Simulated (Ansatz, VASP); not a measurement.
# C: VASP beside Ansatz

INCAR

```
SYSTEM = C
ALGO     = Normal         ! electronic algorithm
EDIFF    = 1E-6           ! SCF threshold, eV
ENCUT    = 520            ! plane-wave cutoff, eV
GGA      = PE             ! functional
ISIF     = 2              ! what is computed and relaxed
ISMEAR   = 0              ! smearing method
IVDW     = 12             ! dispersion correction
LASPH    = .TRUE.         ! aspherical terms in the spheres
LCHARG   = .FALSE.        ! write CHGCAR
LREAL    = .FALSE.        ! projectors in reciprocal space
LWAVE    = .FALSE.        ! write WAVECAR
NBANDS   = 11             ! bands
NELM     = 100            ! most SCF steps
PREC     = Accurate       ! precision mode
SIGMA    = 0.05           ! smearing width, eV
```

Contents of KPOINTS:

```
k-points
0
G
  15 15 15
  0 0 0
```

Contents of POSCAR:

```
C
1.0
    1.2324984681      0.7115833223      3.3613878357
   -1.2324984681      0.7115833223      3.3613878357
    0.0000000000     -1.4231666447      3.3613878357
C
2
Direct
    0.1724590968      0.1724590968      0.1619192208
    0.8275409032      0.8275409032      0.8380807792
```

Input for Ansatz:

```yaml
crystal:
  lattice:
    - [1.2324984681, 0.7115833223, 3.3613878357]
    - [-1.2324984681, 0.7115833223, 3.3613878357]
    - [0.0, -1.4231666447, 3.3613878357]
  atoms:
    - { symbol: C, position: [0.1724590968, 0.1724590968, 0.1619192208] }
    - { symbol: C, position: [0.8275409032, 0.8275409032, 0.8380807792] }
basis:
  ecutwfc: 520.0
kpoints:
  mp_grid: { grid: [15, 15, 15] }
hamiltonian:
  xc: pbe
  dispersion: d3bj
scf:
  occupations: { method: gaussian, width: 0.05 }
output:
  forces: true
  stress: true
  eigenvalues: true
```

Change from the starting cell: mode 4 frozen in at +0.024 Å and mode 6 at +0.015 Å (largest displacements).

Alike in both runs: task single point; functional PBE; dispersion D3(BJ); k mesh 15 × 15 × 15; occupations gaussian, width 0.05 eV; no spin polarisation.

```csv
,VASP,Ansatz
version,VASP 6.6.1,Ansatz 0.2.0
potentials or method,"VASP PAW PBE potentials, release 64 (C), cutoff 520 eV","scalar-relativistic, plane waves, PAW"
valence electrons in the cell,8,8
```

VASP gave:

```
gap on the k mesh at the Fermi level (eV)                     : 0.25
least direct gap on the mesh (eV)                             : 0.25
pressure (GPa)                                                : 0.7
traceless stress, the component that is largest in VASP (GPa) : 3.52
rms of the force components (eV/Å)                            : 1.001
```

**Question.** What did Ansatz give for the same quantities?

**Answer.** gap on the k mesh at the Fermi level (eV): 0.25; least direct gap on the mesh (eV): 0.25; pressure (GPa): 0.3; traceless stress, the component that is largest in VASP (GPa): 3.20; rms of the force components (eV/Å): 1.000.

Atom by atom the forces differ by 0.002 eV/Å (rms over components).
